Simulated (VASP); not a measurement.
Input of a VASP 6.6.1 run:

The input INCAR:

```
PREC     = Accurate       # precision mode
ENCUT    = 520            # plane-wave cutoff, eV
EDIFF    = 1E-6           # SCF threshold, eV
ISMEAR   = 0              # smearing method
SIGMA    = 0.1            # smearing width, eV
LREAL    = F              # projectors in reciprocal space
LASPH    = T              # aspherical terms in the spheres
NELM     = 80             # most SCF steps
ALGO     = Normal         # electronic algorithm
ISIF     = 2              # what is computed and relaxed
LWAVE    = F              # write WAVECAR
LCHARG   = F              # write CHGCAR
GGA      = PE             # functional
NBANDS   = 36             # bands
```

Contents of KPOINTS:

```
Automatic mesh
0
Gamma
  4 4 4
```

Contents of POSCAR:

```
ZnCd2Se3
1.0
    4.7530974100      0.0000000000      0.0000000000
    0.0000000000      5.9320244000      0.0000000000
    0.0000000000      0.0000000000      6.1213663600
Zn Cd Se
1 2 3
Direct
    0.5000000000      0.5000000000      0.0000000000
    0.0000000000      0.6896800900      0.0000000000
    0.0000000000      0.3103199100      0.0000000000
    0.0000000000      0.0000000000      0.5000000000
    0.5000000000      0.5000000000      0.3295098200
    0.5000000000      0.5000000000      0.6704901800
```

Potentials or basis: VASP PAW PBE potentials, release 64 (Zn, Cd, Se).

Launch:

```console
$ cat potpaw_PBE.64/Zn/POTCAR potpaw_PBE.64/Cd/POTCAR potpaw_PBE.64/Se/POTCAR > POTCAR
$ mpirun -np 1 vasp_std > vasp.out
```

(1) Predict the largest force.

(2) What does it give for the band gap on the k mesh?

(3) What does it give for the pressure?

Results:

(1) 7.911 eV/Å.

(2) zero (band 27 reaches 1.22 eV, above the bottom of band 28 at 0.71 eV).

(3) 16.6 GPa.

Caveat: forces of over 1 eV/Å act on the atoms, so gaps and moduli don't describe the material at rest.
